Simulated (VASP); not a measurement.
Here is a VASP 6.6.1 calculation.

The input INCAR:

```
SYSTEM = SnO
ALGO = Normal
DIPOL = 0.5 0.5 0.415
EDIFF = 1E-6
ENCUT = 520
GGA = PE
IDIPOL = 3
ISIF = 2
ISMEAR = 0
IVDW = 12
LASPH = .True.
LCHARG = .False.
LDIPOL = .True.
LREAL = .False.
LWAVE = .False.
NBANDS = 50
NELM = 60
PREC = Accurate
SIGMA = 0.05
```

KPOINTS

```
k-points
0
Gamma
  7 7 1
  0 0 0
```

POSCAR

```
SnO
1.0
    3.8201715376      0.0000000000      0.0000000000
    0.0000000000      3.8201715376      0.0000000000
    0.0000000000      0.0000000000     22.2260699824
Sn O
4 4
Direct
    0.5000000000      0.0000000000      0.2024649434
    0.0000000000      0.5000000000      0.3087831091
    0.2500000000      0.7500000000      0.5202464943
    0.7500000000      0.2500000000      0.6265646600
    0.0000000000      0.0000000000      0.2556240262
    0.5000000000      0.5000000000      0.2556240262
    0.7500000000      0.7500000000      0.5734055772
    0.2500000000      0.2500000000      0.5734055772
```

Potentials or basis: VASP PAW PBE potentials, release 64 (Sn_d, O).

The run is started by

```bash
$ cat potpaw_PBE.64/Sn_d/POTCAR potpaw_PBE.64/O/POTCAR > POTCAR
$ mpirun -np 1 vasp_std > vasp.out
```

Problem. Estimate the largest force.

Solution. 0.146 eV/Å.

Problem. Estimate the band gap on the k mesh.

Solution. 2.65 eV (least direct gap 2.67 eV).

Problem. Estimate the dispersion energy per atom.

Solution. -0.150 eV.

Forces on the atoms (eV/Å):
```
Sn  -0.001 -0.001 -0.087
Sn  -0.004 -0.004  0.145
Sn   0.004  0.004 -0.145
Sn   0.001  0.001  0.087
O    0.002 -0.007  0.004
O   -0.007  0.002  0.004
O    0.007 -0.002 -0.004
O   -0.002  0.007 -0.004
```

Caveat: the cell differs from its parent crystal (layers slid over each other); spin-orbit coupling is left out, which moves the levels of the heavy elements.
